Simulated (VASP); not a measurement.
# Hf (Pm-3m) in VASP: notebook

The runs below take Hf through single point, with PBEsol.

Program: VASP 6.6.1. These are calculated values, not measurements. Logs are shortened: lines on timing, memory, paths and dates and some standing lists are left out, and cuts for length are marked.

**1. The cell of the first run**

It takes space group Pm-3m (No. 221, cubic). The conventional cell has a = 2.520 Å, b = 2.520 Å, c = 2.520 Å, α = 90.00°, β = 90.00°, γ = 90.00°. Within 3.3 Å of Hf (site symmetry m-3m) lie 6 Hf at 2.52 Å.

**2. Single point, PBEsol**

Contents of INCAR:

```
ALGO     = Normal         # electronic algorithm
EDIFF    = 1E-7           # SCF threshold, eV
ENCUT    = 520            # plane-wave cutoff, eV
GGA      = PS             # functional
ISIF     = 2              # what is computed and relaxed
ISMEAR   = -4             # smearing method
LASPH    = True           # aspherical terms in the spheres
LCHARG   = True           # write CHGCAR
LELF     = True           # ELF
LREAL    = False          # projectors in reciprocal space
LVHAR    = True         
LWAVE    = False          # write WAVECAR
NBANDS   = 11             # bands
NELM     = 60             # most SCF steps
PREC     = Accurate       # precision mode
SIGMA    = 0.1            # smearing width, eV
```

Contents of KPOINTS:

```
k-points
0
Gamma
  20 20 20
```

Contents of POSCAR:

```
Hf
1.0
    2.5201153830      0.0000000000      0.0000000000
    0.0000000000      2.5201153830      0.0000000000
    0.0000000000      0.0000000000      2.5201153830
Hf
1
Direct
    0.0000000000      0.0000000000      0.0000000000
```

Potentials or basis: VASP PAW PBE potentials, release 64 (Hf_pv).

Command:

```sh
cat potpaw_PBE.64/Hf_pv/POTCAR > POTCAR
mpirun -np 1 vasp_std > vasp.out
```

OUTCAR:

```text
EDIFF = 1E-7
   ENCUT = 520
   GGA = PS
   ISIF = 2
   ISMEAR = -4
   LASPH = True
   LREAL = False
   NELM = 60
   PREC = Accurate

 ion  position               nearest neighbor table
   1  0.000  0.000  0.000-

  LATTYP: Found a simple cubic cell.
 ALAT       =     2.5201153830

  Lattice vectors:

 A1 = (   2.5201153830,   0.0000000000,   0.0000000000)
 A2 = (   0.0000000000,   2.5201153830,   0.0000000000)
 A3 = (   0.0000000000,   0.0000000000,   2.5201153830)

Analysis of symmetry for initial positions (statically):
=====================================================================
 Subroutine PRICEL returns:
 Original cell was already a primitive cell.

 Routine SETGRP: Setting up the symmetry group for a
 simple cubic supercell.

 Subroutine GETGRP returns: Found 48 space group operations
 (whereof 48 operations were pure point group operations)
 out of a pool of 48 trial point group operations.

The static configuration has the point symmetry O_h .

Analysis of symmetry for dynamics (positions and initial velocities):
=====================================================================
 Subroutine PRICEL returns:
 Original cell was already a primitive cell.

 Routine SETGRP: Setting up the symmetry group for a
 simple cubic supercell.

 Subroutine GETGRP returns: Found 48 space group operations
 (whereof 48 operations were pure point group operations)
 out of a pool of 48 trial point group operations.

The dynamic configuration has the point symmetry O_h .

 Subroutine INISYM returns: Found 48 space group operations
 (whereof 48 operations are pure point group operations),
 and found     1 'primitive' translations

----------------------------------------------------------------------------------------

                                     Primitive cell

  volume of cell :      16.0052

  direct lattice vectors                    reciprocal lattice vectors
     2.520115383  0.000000000  0.000000000     0.396807228  0.000000000  0.000000000
     0.000000000  2.520115383  0.000000000     0.000000000  0.396807228  0.000000000
     0.000000000  0.000000000  2.520115383     0.000000000  0.000000000  0.396807228

  length of vectors
     2.520115383  2.520115383  2.520115383     0.396807228  0.396807228  0.396807228

  position of ions in fractional coordinates (direct lattice)
     0.000000000  0.000000000  0.000000000

[... 83 lines left out ...]
   ISIF   =      2    stress and relaxation
   ISYM   =      2    0-nonsym 1-usesym 2-fastsym
   POTIM  = 0.5000    time-step for ionic-motion
   TEBEG  =    0.0;   TEEND  =   0.0 temperature during run
   PSTRESS=    0.0 pullay stress
   NELECT =      10.0000    total number of electrons
   NUPDOWN=      -1.0000    fix difference up-down
   EMIN   =  10.00;   EMAX   =-10.00  energy-range for DOS
   EFERMI =   0.00;   METHOD = LEGACY
   ISMEAR =    -4;   SIGMA  =   0.10  broadening in eV -4-tet -1-fermi 0-gaus
   EFERMI_NEDOS =   21; number of points for ismear=-14 and -15
   IALGO  =     38    algorithm
   IMIX   =      4    mixing-type and parameters
     AMIX     =   0.40;   BMIX     =  1.00
     AMIX_MAG =   1.60;   BMIX_MAG =  1.00
  volume/ion in A,a.u.               =      16.01       108.01
  Fermi-wavevector in a.u.,A,eV,Ry     =   1.399548  2.644762 26.650195  1.958734
  Thomas-Fermi vector in A             =   2.522596
   LORBIT       =      0    0 simple, 1 ext, 2 COOP (PROOUT), +10 PAW based schemes
   GGA     = PS    functional components
   LHFCALC =     F    Hartree Fock is set to
   AEXX    =    0.0000 exact exchange contribution
   IVDW    =     0    specifies the selected vdW correction
   LEPSILON=     F    determine dielectric tensor
   LRPA    =     F    only Hartree local field effects (RPA)
 non-spin polarized calculation
 Fermi weights with tetrahedron method witout Bloechl corrections
  energy-cutoff  :      520.00
  volume of cell :       16.01
 maximum number of plane-waves:       449
 NGX is ok and might be reduce to    20
   NGX =  9   NGY =  9   NGZ =  9

 number of electron      10.0000000 magnetization

 Free energy of the ion-electron system (eV)
  ---------------------------------------------------
  ext. energy  EPLUGINS =         0.00000000
  ---------------------------------------------------
  free energy    TOTEN  =        -8.31827308 eV

  energy without entropy =       -8.31827308  energy(sigma->0) =       -8.31827308

 E-fermi :   6.8665     XC(G=0): -12.9313

 val. band max:        6.9514857175   @ k =   0.3500   0.1500   0.1500
 cond. band min:       6.8146943792   @ k =   0.3500   0.3000   0.3000
 fundamental gap:     -0.1367913383
 Fermi energy:         6.8664635789

 k-point     1 :       0.0000    0.0000    0.0000
  band No.  band energies     occupation
      1     -21.7036      2.00000
      2     -21.7036      2.00000
      3     -21.7036      2.00000
      4      -0.7533      2.00000
      5       3.9716      2.00000
      6       3.9716      2.00000
      7      16.9423      0.00000
      8      16.9423      0.00000
      9      16.9423      0.00000
     10      21.0310      0.00000
     11      24.4136      0.00000
[... 309 lines left out ...]
 k-point    24 :       0.2000    0.1000    0.0000
  band No.  band energies     occupation
      1     -22.8832      2.00000
      2     -21.9405      2.00000
      3     -21.5681      2.00000
      4       1.1090      2.00000
      5       4.8508      2.00000
      6       6.2448      1.90721
      7      12.9047      0.00000
      8      14.0710      0.00000
      9      16.3149      0.00000
     10      20.9181      0.00000
     11      21.3411      0.00000

 [... further k-points ...]

------------------------ aborting loop because EDIFF is reached ----------------------------------------

  FORCE on cell =-STRESS in cart. coord.  units (eV):
  Direction    XX          YY          ZZ          XY          YZ          ZX
  --------------------------------------------------------------------------------------
  -------------------------------------------------------------------------------------
  Total        6.2705332      6.2705332      6.2705332      0.0000000     -0.0000000      0.0000000
  in kB      627.7023794    627.7023794    627.7023794      0.0000000     -0.0000000      0.0000000
  external PRESSURE =     627.7023794 kB  Pullay stress =       0.0000000 kB

 VOLUME and BASIS-vectors are now :
 -----------------------------------------------------------------------------
  energy-cutoff  :      520.00
  volume of cell :       16.01
      direct lattice vectors                 reciprocal lattice vectors
     2.520115383  0.000000000  0.000000000     0.396807228  0.000000000  0.000000000
     0.000000000  2.520115383  0.000000000     0.000000000  0.396807228  0.000000000
     0.000000000  0.000000000  2.520115383     0.000000000  0.000000000  0.396807228

 POSITION                                       TOTAL-FORCE (eV/Angst)
 -----------------------------------------------------------------------------------
      0.00000      0.00000      0.00000         0.000000      0.000000      0.000000
 -----------------------------------------------------------------------------------
    total drift:                               -0.000000     -0.000000     -0.000000

  FREE ENERGIE OF THE ION-ELECTRON SYSTEM (eV)
  ---------------------------------------------------
  free  energy   TOTEN  =        -8.3182730751 eV

  energy  without entropy=       -8.3182730751  energy(sigma->0) =       -8.31827308
```

stdout:

```text
POSCAR found type information on POSCAR Hf
 POSCAR found :  1 types and       1 ions
 scaLAPACK will be used
 -----------------------------------------------------------------------------
|                                                                             |
[... 23 lines left out ...]
|     occupations, so forces and stress will be inaccurate. We suggest        |
|     using a different smearing scheme ISMEAR = 1 or 2 for metals in         |
|     relaxations.                                                            |
|                                                                             |
 -----------------------------------------------------------------------------
```

It took 52 s on 1 thread of AMD EPYC 7R13, shared host; peak memory 0.14 GiB.

Results:

| Item | Value |
| --- | --- |
| Free energy | -8.3183 eV |
| Pressure | 62.8 GPa |
| Band gap on the k mesh | zero (band 5 reaches 8.42 eV, above the bottom of band 6 at 3.77 eV) |

Levels at points of the mesh, in eV from the Fermi level:
```
           k point  band 3  band 4  band 5  band 6  band 7  band 8
(0.00, 0.00, 0.00)  -28.57   -7.62   -2.89   -2.89   10.08   10.08
(0.50, 0.00, 0.00)  -28.25   -3.27   -1.39    1.11    3.90    3.90
(0.50, 0.50, 0.00)  -27.96   -5.54   -0.44    5.25    5.25    7.76
(0.50, 0.50, 0.50)  -30.72   -3.10   -3.10   -3.10    6.80   14.15
```

Caveat: the PAW data sets were made with another functional, which shifts forces and pressure a little; spin-orbit coupling is left out, which moves the levels of the heavy elements.

**3. Single point, PBEsol (volume scaled by 0.45)**

Contents of INCAR:

```
SYSTEM = Hf
ALGO = Normal
EDIFF = 1E-6
ENCUT = 500
GGA = PS
GGA_COMPAT = .False.
ISIF = 2
ISMEAR = -1
LASPH = .True.
LCHARG = .True.
LELF = .True.
LREAL = .False.
LVHAR = .True.
LWAVE = .False.
NBANDS = 11
NELM = 120
PREC = Accurate
SIGMA = 0.08
```

Contents of KPOINTS:

```
k-points
0
Gamma
  13 13 13
  0 0 0
```

Contents of POSCAR:

```
Hf
1.0
    2.1961143969      0.0000000000      0.0000000000
    0.0000000000      2.1961143969      0.0000000000
    0.0000000000      0.0000000000      2.1961143969
Hf
1
Direct
    0.0000000000      0.0000000000      0.0000000000
```

Potentials or basis: VASP PAW PBE potentials, release 64 (Hf_pv).

Command:

```sh
cat potpaw_PBE.64/Hf_pv/POTCAR > POTCAR
mpirun -np 1 vasp_std > vasp.out
```

Wall time 2.5 s (1 thread of Intel Xeon 6975P-C (Granite Rapids), shared host); peak memory 0.12 GiB.

Results (log left out):

```
Free energy            : -3.2962 eV
Pressure               : 308.9 GPa
Band gap on the k mesh : zero (band 5 reaches 12.94 eV, above the bottom of band 6 at 4.99 eV)
```

Levels at points of the mesh, in eV from the Fermi level:
| k point | band 2 | band 3 | band 4 | band 5 | band 6 | band 7 | band 8 | band 9 |
| --- | --- | --- | --- | --- | --- | --- | --- | --- |
| (0.00, 0.00, 0.00) | -27.68 | -27.68 | -8.00 | -5.72 | -5.72 | 14.46 | 14.56 | 14.56 |

Caveat: the PAW data sets were made with another functional, which shifts forces and pressure a little; spin-orbit coupling is left out, which moves the levels of the heavy elements.

**4. Single point, PBEsol (volume scaled by 0.52)**

INCAR, as its differences from that of step 3:

```diff
@@ -9,6 +9,4 @@
 LASPH = .True.
-LCHARG = .True.
-LELF = .True.
+LCHARG = .False.
 LREAL = .False.
-LVHAR = .True.
 LWAVE = .False.
```

KPOINTS is that of step 3.

Contents of POSCAR:

```
Hf
1.0
    2.3045452271      0.0000000000      0.0000000000
    0.0000000000      2.3045452271      0.0000000000
    0.0000000000      0.0000000000      2.3045452271
Hf
1
Direct
    0.0000000000      0.0000000000      0.0000000000
```

Command:

```sh
cat potpaw_PBE.64/Hf_pv/POTCAR > POTCAR
mpirun -np 1 vasp_std > vasp.out
```

Wall time 3.7 s (1 thread of Intel Xeon 6975P-C (Granite Rapids), shared host); peak memory 0.12 GiB.

The run converged. Its results:

```yaml
Free_energy: -5.7578 eV
Pressure: 182.1 GPa
Band_gap_on_the_k_mesh: zero (band 5 reaches 11.08 eV, above the bottom of band 6 at 4.65 eV)
```

Levels at points of the mesh, in eV from the Fermi level:
| k point | band 3 | band 4 | band 5 | band 6 | band 7 | band 8 |
| --- | --- | --- | --- | --- | --- | --- |
| (0.00, 0.00, 0.00) | -27.97 | -8.02 | -4.55 | -4.55 | 12.83 | 12.83 |

Caveat: the PAW data sets were made with another functional, which shifts forces and pressure a little; spin-orbit coupling is left out, which moves the levels of the heavy elements.

**5. Single point, PBEsol (volume scaled by 0.6)**

Contents of INCAR:

```
PREC = Accurate
ENCUT = 500
EDIFF = 1E-6
ISMEAR = -1
SIGMA = 0.08
LREAL = False
LASPH = True
NELM = 120
ALGO = Normal
ISIF = 2
LWAVE = False
LCHARG = False
GGA = PS
NBANDS = 11
GGA_COMPAT = False
```

Contents of KPOINTS:

```
Automatic mesh
0
Gamma
  13 13 13
```

Contents of POSCAR:

```
Hf
1.0
    2.4171366562      0.0000000000      0.0000000000
    0.0000000000      2.4171366562      0.0000000000
    0.0000000000      0.0000000000      2.4171366562
Hf
1
Direct
    0.0000000000      0.0000000000      0.0000000000
```

Command:

```sh
cat potpaw_PBE.64/Hf_pv/POTCAR > POTCAR
mpirun -np 1 vasp_std > vasp.out
```

It took 3.6 s on 1 thread of Intel Xeon 6975P-C (Granite Rapids), shared host; peak memory 0.13 GiB.

It converged, with:

- Free energy: -7.3993 eV
- Pressure: 105.2 GPa
- Band gap on the k mesh: zero (band 5 reaches 9.50 eV, above the bottom of band 6 at 4.26 eV)

Levels at points of the mesh, in eV from the Fermi level:
```
           k point  band 3  band 4  band 5  band 6  band 7  band 8
(0.00, 0.00, 0.00)  -28.25   -7.83   -3.57   -3.57   11.31   11.31
```

Caveat: the PAW data sets were made with another functional, which shifts forces and pressure a little; spin-orbit coupling is left out, which moves the levels of the heavy elements.

**6. Overview**

| cell | k mesh | cutoff (eV) | smearing | gap on the mesh (eV) | pressure (GPa) |
| --- | --- | --- | --- | --- | --- |
| a = 2.520 Å, 1 atom | 20 × 20 × 20 | 520 | tetrahedron | none | 62.8 |
| a = 2.196 Å, 1 atom | 13 × 13 × 13 | 500 | fermi-dirac 0.08 eV | none | 308.9 |
| a = 2.305 Å, 1 atom | 13 × 13 × 13 | 500 | fermi-dirac 0.08 eV | none | 182.1 |
| a = 2.417 Å, 1 atom | 13 × 13 × 13 | 500 | fermi-dirac 0.08 eV | none | 105.2 |

Alike in all rows: task single point; level PBEsol; potentials or basis VASP PAW PBE potentials, release 64 (Hf_pv); no spin polarisation.

Caveats: the PAW data sets were made with another functional, which shifts forces and pressure a little; spin-orbit coupling is left out, which moves the levels of the heavy elements.

Total energies depend on the potentials used, so only differences within one code and one set of settings carry meaning.
